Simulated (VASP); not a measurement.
Wanted: the native input for a VASP 6.6.1 run.

```yaml
Task: single point
Functional: PBEsol
Dispersion: D3(BJ)
Potentials_or_basis: VASP PAW PBE potentials, release 64 (P)
Cutoff: 500 eV
k_mesh: 12 × 12 × 12
Occupations: gaussian, width 0.15 eV
Spin: no spin polarisation
Dipole_correction: no
Further_INCAR_settings: ALGO = Normal; EDIFF = 1e-06; NBANDS = 8
```

The structure of P lies in POSCAR:

```
P
1.0
    4.2729048574      0.0000000000      0.0000000000
    0.0000000000      4.2729048574      0.0000000000
    0.0000000000      0.0000000000      4.1809900000
P
1
Direct
    0.0000000000      0.0000000000      0.0000000000
```

This cell differs from its parent crystal: strain -0.0450 x Voigt [0, 0, 1, 0, 0, 0].

These files were run (other wordings do the same):

INCAR

```
  PREC = Accurate
  ENCUT = 500
  EDIFF = 1E-6
  ISMEAR = 0
  SIGMA = 0.15
  LREAL = False
  LASPH = True
  NELM = 120
  ALGO = Normal
  ISIF = 2
  LWAVE = False
  LCHARG = False
  GGA = PS
  IVDW = 12
  NBANDS = 8
  GGA_COMPAT = False
```

KPOINTS

```
regular mesh
0
Gamma
  12 12 12
```

Potentials or basis: VASP PAW PBE potentials, release 64 (P).

Run with:

```console
$ cat potpaw_PBE.64/P/POTCAR > POTCAR
$ mpirun -np 1 vasp_std > vasp.out
```

Results of the run:

- Pressure: -4.5 GPa
- Band gap on the k mesh: zero (an odd number of electrons rules out a gap without spin polarisation)
- Dispersion energy per atom: -0.085 eV

Caveat: the cell differs from its parent crystal (strain -0.0450 x Voigt [0, 0, 1, 0, 0, 0]); the cell stands under tension; the PAW data sets were made with another functional, which shifts forces and pressure a little.

It took 26 s on 1 thread of Intel(R) Xeon(R) 6975P-C (Granite Rapids), with other jobs on the host, peak memory 0.24 GiB.
